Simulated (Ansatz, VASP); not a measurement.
## WS2: VASP beside Ansatz

INCAR

```
SYSTEM = WS2
ALGO     = Normal         ! electronic algorithm
EDIFF    = 1E-6           ! SCF threshold, eV
ENCUT    = 520            ! plane-wave cutoff, eV
GGA      = PE             ! functional
ISIF     = 2              ! what is computed and relaxed
ISMEAR   = 0              ! smearing method
IVDW     = 12             ! dispersion correction
LASPH    = .TRUE.         ! aspherical terms in the spheres
LCHARG   = .FALSE.        ! write CHGCAR
LREAL    = .FALSE.        ! projectors in reciprocal space
LWAVE    = .FALSE.        ! write WAVECAR
NBANDS   = 35             ! bands
NELM     = 60             ! most SCF steps
PREC     = Accurate       ! precision mode
SIGMA    = 0.05           ! smearing width, eV
```

Contents of KPOINTS:

```
k-points
0
G
  10 10 3
  0 0 0
```

POSCAR

```
WS2
1.0
   -3.1542061832      0.0000000000      0.0000000000
   -1.5771030916     -2.7316226834      0.0000000000
   -0.6308412366      0.0000000000     12.1399091344
W S
2 4
Direct
    0.2833333333      0.3333333333      0.2500000000
    0.5166666667      0.6666666667      0.7500000000
    0.2092758492      0.3333333333      0.6202874207
    0.6426091825      0.6666666667      0.1202874207
    0.1573908175      0.3333333333      0.8797125793
    0.5907241508      0.6666666667      0.3797125793
```

Input for Ansatz:

```yaml
crystal:
  lattice:
    - [-3.1542061832, 0.0, 0.0]
    - [-1.5771030916, -2.7316226834, 0.0]
    - [-0.6308412366, 0.0, 12.1399091344]
  atoms:
    - { symbol: W, position: [0.2833333333, 0.3333333333, 0.25] }
    - { symbol: W, position: [0.5166666667, 0.6666666667, 0.75] }
    - { symbol: S, position: [0.2092758492, 0.3333333333, 0.6202874207] }
    - { symbol: S, position: [0.6426091825, 0.6666666667, 0.1202874207] }
    - { symbol: S, position: [0.1573908175, 0.3333333333, 0.8797125793] }
    - { symbol: S, position: [0.5907241508, 0.6666666667, 0.3797125793] }
basis:
  ecutwfc: 420
kpoints:
  mp_grid: { grid: [10, 10, 3] }
hamiltonian:
  xc: pbe
  dispersion: d3bj
scf:
  occupations: { method: gaussian, width: 0.05 }
output:
  forces: true
  stress: true
  eigenvalues: true
```

Alike in both runs: task single point; functional PBE; dispersion D3(BJ); k mesh 10 × 10 × 3; occupations gaussian, width 0.05 eV; no spin polarisation.

```csv
,VASP,Ansatz
version,VASP 6.6.1,Ansatz 0.2.0
potentials or method,"VASP PAW PBE potentials, release 64 (W_sv, S), cutoff 520 eV","scalar-relativistic, plane waves, PAW"
valence electrons in the cell,52,52
```

```csv
,VASP,Ansatz,Ansatz less VASP
gap on the k mesh at the Fermi level (eV),0.95,0.93,-0.018
least direct gap on the mesh (eV),2.15,2.15,-0.003
pressure (GPa),0.1,0.2,+0.03
"traceless stress, the component that is largest in VASP (GPa)",0.56,0.56,+0.002
rms of the force components (eV/Å),0.042,0.043,+0.0004
```

Atom by atom the forces differ by 0.001 eV/Å (rms over components).

Spin-orbit coupling is off throughout.
